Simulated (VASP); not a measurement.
# Zr in VASP: single point with LDA

Aim: the single point of Zr with LDA.

Program: VASP 6.6.1. These are calculated values, not measurements. Logs are shortened: lines on timing, memory, paths and dates and some standing lists are left out, and cuts for length are marked.

**1. The cell of the first run**

The cell holds a slab with vacuum, 2 atoms: a = 3.144 Å, b = 3.144 Å, c = 18.547 Å, α = 90.00°, β = 90.00°, γ = 120.00°.

**2. Single point, LDA**

Input file POSCAR:

```
Zr
1.0
    3.1435815868      0.0000000000      0.0000000000
   -1.5717907934      2.7224215131      0.0000000000
    0.0000000000      0.0000000000     18.5467000000
Zr
2
Direct
    0.8333333330      0.1666666670      0.4313446917
    0.1666666670      0.8333333330      0.5686553083
```

Input file INCAR.step1:

```
PREC = Accurate
ENCUT = 520
EDIFF = 1E-7
ISMEAR = -1
SIGMA = 0.1
LREAL = False
LASPH = True
NELM = 100
ALGO = Normal
ISIF = 2
LWAVE = False
LCHARG = True
LMAXMIX = 4
LDIPOL = True
IDIPOL = 3
DIPOL = 0.5 0.5 0.500
GGA = CA
NBANDS = 19
```

Input file KPOINTS.step1:

```
regular mesh
0
Gamma
  15 15 1
```

Input file INCAR.step2:

```
PREC = Accurate
ENCUT = 520
EDIFF = 1E-7
ISMEAR = -5
SIGMA = 0.1
LREAL = False
LASPH = True
NELM = 100
ALGO = Normal
ISIF = 2
LWAVE = False
LCHARG = False
LMAXMIX = 4
LDIPOL = True
IDIPOL = 3
DIPOL = 0.5 0.5 0.500
GGA = CA
LORBIT = 11
NBANDS = 19
NEDOS = 1001
ICHARG = 11
```

Input file KPOINTS.step2:

```
regular mesh
0
Gamma
  23 23 1
```

Potentials or basis: VASP PAW LDA potentials, release 64 (Zr_sv).

Command:

```console
> cat potpaw_LDA.64/Zr_sv/POTCAR > POTCAR
> cp INCAR.step1 INCAR
> cp KPOINTS.step1 KPOINTS
> mpirun -np 1 vasp_std > vasp.out
> cp INCAR.step2 INCAR
> cp KPOINTS.step2 KPOINTS
> mpirun -np 1 vasp_std > vasp.out
```

OUTCAR:

```text
PREC = Accurate
   ENCUT = 520
   EDIFF = 1E-7
   ISMEAR = -5
   LREAL = False
   LASPH = True
   NELM = 100
   ISIF = 2
   GGA = CA
   LORBIT = 11
   ICHARG = 11

 ion  position               nearest neighbor table
   1  0.833  0.167  0.431-   2 3.13   2 3.13   2 3.13
   2  0.167  0.833  0.569-   1 3.13   1 3.13   1 3.13

  LATTYP: Found a hexagonal cell.
 ALAT       =     3.1435815868
 C/A-ratio  =     5.8998627800

  Lattice vectors:

 A1 = (   3.1435815868,   0.0000000000,   0.0000000000)
 A2 = (  -1.5717907934,   2.7224215131,   0.0000000000)
 A3 = (   0.0000000000,   0.0000000000,  18.5467000000)

Analysis of symmetry for initial positions (statically):
=====================================================================
 Subroutine PRICEL returns:
 Original cell was already a primitive cell.

 Routine SETGRP: Setting up the symmetry group for a
 hexagonal supercell.

 Subroutine GETGRP returns: Found 12 space group operations
 (whereof  4 operations were pure point group operations)
 out of a pool of 24 trial point group operations.

The static configuration has the point symmetry C_2h.
 The point group associated with its full space group is D_3d.

Analysis of symmetry for dynamics (positions and initial velocities):
=====================================================================
 Subroutine PRICEL returns:
 Original cell was already a primitive cell.

 Routine SETGRP: Setting up the symmetry group for a
 hexagonal supercell.

 Subroutine GETGRP returns: Found 12 space group operations
 (whereof  4 operations were pure point group operations)
 out of a pool of 24 trial point group operations.

The dynamic configuration has the point symmetry C_2h.
 The point group associated with its full space group is D_3d.

 Subroutine INISYM returns: Found 12 space group operations
 (whereof  4 operations are pure point group operations),
 and found     1 'primitive' translations

----------------------------------------------------------------------------------------

                                     Primitive cell

  volume of cell :     158.7255

  direct lattice vectors                    reciprocal lattice vectors
     3.143581587  0.000000000  0.000000000     0.318108493  0.183660024  0.000000000
    -1.571790793  2.722421513  0.000000000     0.000000000  0.367320048  0.000000000
[... 96 lines left out ...]
   TEBEG  =    0.0;   TEEND  =   0.0 temperature during run
   PSTRESS=    0.0 pullay stress
   NELECT =      24.0000    total number of electrons
   NUPDOWN=      -1.0000    fix difference up-down
   EMIN   =  10.00;   EMAX   =-10.00  energy-range for DOS
   EFERMI =   0.00;   METHOD = LEGACY
   ISMEAR =    -5;   SIGMA  =   0.10  broadening in eV -4-tet -1-fermi 0-gaus
   EFERMI_NEDOS =   21; number of points for ismear=-14 and -15
   IALGO  =     38    algorithm
   IMIX   =      4    mixing-type and parameters
     AMIX     =   0.40;   BMIX     =  1.00
     AMIX_MAG =   1.60;   BMIX_MAG =  1.00
  volume/ion in A,a.u.               =      79.36       535.57
  Fermi-wavevector in a.u.,A,eV,Ry     =   0.872160  1.648144 10.349457  0.760664
  Thomas-Fermi vector in A             =   1.991370
   LORBIT       =     11    0 simple, 1 ext, 2 COOP (PROOUT), +10 PAW based schemes
   GGA     = CA    functional components
   LHFCALC =     F    Hartree Fock is set to
   AEXX    =    0.0000 exact exchange contribution
   IVDW    =     0    specifies the selected vdW correction
   LEPSILON=     F    determine dielectric tensor
   LRPA    =     F    only Hartree local field effects (RPA)
 non-spin polarized calculation
 Fermi weights with tetrahedron method with Bloechl corrections
  energy-cutoff  :      520.00
  volume of cell :      158.73
 maximum number of plane-waves:      4302
 NGX is ok and might be reduce to    24

 number of electron      24.0000000 magnetization

 dipolmoment           0.000000      0.000000      0.000000 electrons x Angstroem

 Free energy of the ion-electron system (eV)
  ---------------------------------------------------
  ext. energy  EPLUGINS =         0.00000000
  ---------------------------------------------------
  free energy    TOTEN  =       -16.58945024 eV

  energy without entropy =      -16.58945024  energy(sigma->0) =      -16.58945024

 E-fermi :  -0.4772     XC(G=0):  -4.3426

 val. band max:       -0.4740682702   @ k =   0.1304   0.0435   0.0000
 cond. band min:      -0.4659879679   @ k =   0.2609   0.1304   0.0000
 fundamental gap:      0.0080803024
 Fermi energy:        -0.4772362663

 k-point     1 :       0.0000    0.0000    0.0000
  band No.  band energies     occupation
      1     -49.0897      2.00000
      2     -48.9957      2.00000
      3     -27.5683      2.00000
      4     -26.9766      2.00000
      5     -26.7704      2.00000
      6     -26.7703      2.00000
[... 505 lines left out ...]
      6     -26.8845      2.00000
[... 11 lines left out ...]
     18       2.3490      0.00000
     19       2.5500      0.00000

 [... further k-points ...]

------------------------ aborting loop because EDIFF is reached ----------------------------------------

 vacuum level on the upper side and lower side of the slab       (xc-potential included)        -0.077        -0.077

  FORCE on cell =-STRESS in cart. coord.  units (eV):
  Direction    XX          YY          ZZ          XY          YZ          ZX
  --------------------------------------------------------------------------------------
  -------------------------------------------------------------------------------------
  Total       -2.7550524     -2.7550524     -2.6128077      0.0000000      0.0000000      0.0000000
  in kB      -27.8095325    -27.8095325    -26.3737128      0.0000000      0.0000000      0.0000000
  external PRESSURE =     -27.3309259 kB  Pullay stress =       0.0000000 kB

 VOLUME and BASIS-vectors are now :
 -----------------------------------------------------------------------------
  energy-cutoff  :      520.00
  volume of cell :      158.73
      direct lattice vectors                 reciprocal lattice vectors
     3.143581587  0.000000000  0.000000000     0.318108493  0.183660024  0.000000000
    -1.571790793  2.722421513  0.000000000     0.000000000  0.367320048  0.000000000
     0.000000000  0.000000000 18.546700000     0.000000000  0.000000000  0.053917948

 POSITION                                       TOTAL-FORCE (eV/Angst)
 -----------------------------------------------------------------------------------
      2.35769      0.45374      8.00002        -0.000000      0.000000      0.760805
     -0.78590      2.26868     10.54668         0.000000      0.000000     -0.760805
 -----------------------------------------------------------------------------------
    total drift:                                0.000006     -0.000003      0.000000

  FREE ENERGIE OF THE ION-ELECTRON SYSTEM (eV)
  ---------------------------------------------------
  free  energy   TOTEN  =       -16.5894502363 eV

  energy  without entropy=      -16.5894502363  energy(sigma->0) =      -16.58945024

 vacuum level on the upper side and lower side of the slab         3.950         3.950

 total charge

# of ion       s       p       d       tot
------------------------------------------
    1        2.249   5.928   1.684   9.861
    2        2.249   5.928   1.684   9.861
--------------------------------------------------
tot          4.497  11.856   3.369  19.723
```

OSZICAR.step1:

```text
N       E                     dE             d eps       ncg     rms          rms(c)
DAV:   1     0.199755528484E+03    0.19976E+03   -0.12333E+04  1218   0.105E+03
DAV:   2    -0.475547652556E+00   -0.20023E+03   -0.19790E+03  1403   0.306E+02
DAV:   3    -0.173912112109E+02   -0.16916E+02   -0.16662E+02  1841   0.606E+01
DAV:   4    -0.181259428337E+02   -0.73473E+00   -0.72642E+00  1390   0.133E+01
[... 13 lines left out ...]
DAV:  18    -0.166549008112E+02   -0.23095E-04   -0.25507E-06   945   0.235E-03    0.358E-04
DAV:  19    -0.166549064279E+02   -0.56168E-05   -0.63057E-07  1135   0.120E-03    0.141E-04
DAV:  20    -0.166549067759E+02   -0.34798E-06   -0.72617E-09   869   0.257E-04    0.607E-05
DAV:  21    -0.166549069861E+02   -0.21014E-06   -0.11935E-08   861   0.209E-04    0.151E-05
DAV:  22    -0.166549069904E+02   -0.43801E-08   -0.16661E-10   693   0.629E-05
   1 F= -.16654907E+02 E0= -.16586819E+02  d E =-.136176E+00
```

Run time: 76 s. Hardware: 1 thread of Intel Xeon 6975P-C (Granite Rapids), shared host; peak memory 0.28 GiB.

What came out:

* Valence electrons inside the program's atomic spheres: Zr 9.86
